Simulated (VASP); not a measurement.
Input of a VASP 6.6.1 run:

File INCAR:

```
SYSTEM = Os
ALGO = Normal
EDIFF = 1E-7
EDIFFG = -0.005
ENCUT = 600
GGA = PE
GGA_COMPAT = .False.
IBRION = 2
ISIF = 3
ISMEAR = -1
LASPH = .True.
LCHARG = .False.
LREAL = .False.
LWAVE = .False.
NELM = 120
NELMIN = 4
NSW = 45
PREC = Accurate
SIGMA = 0.05
```

KPOINTS

```
k-points
0
Gamma
  17 17 9
  0 0 0
```

The input POSCAR:

```
Os
1.0
    2.7554753047      0.0000000000      0.0000000000
   -1.3777376524      2.3863116134      0.0000000000
    0.0000000000      0.0000000000      4.3424529262
Os
2
Direct
    0.3333333333      0.6666666667      0.2500000000
    0.6666666667      0.3333333333      0.7500000000
```

Potentials or basis: VASP PAW PBE potentials, release 64 (Os).

Launch:

```console
$ cat potpaw_PBE.64/Os/POTCAR > POTCAR
$ mpirun -np 1 vasp_std > vasp.out
```

Question: Estimate the band gap on the k mesh.

Answer: Zero (bands 8 and 9 overlap by 3.77 eV).

Final structure:
```yaml
crystal:
  lattice:
    - [2.75555, 0.00000, 0.00000]
    - [-1.37777, 2.38638, 0.00000]
    - [0.00000, 0.00000, 4.34182]
  atoms:
    - { symbol: Os, position: [0.33333, 0.66667, 0.25000] }
    - { symbol: Os, position: [0.66667, 0.33333, 0.75000] }
```

Caveat: spin-orbit coupling is left out, which moves the levels of the heavy elements.
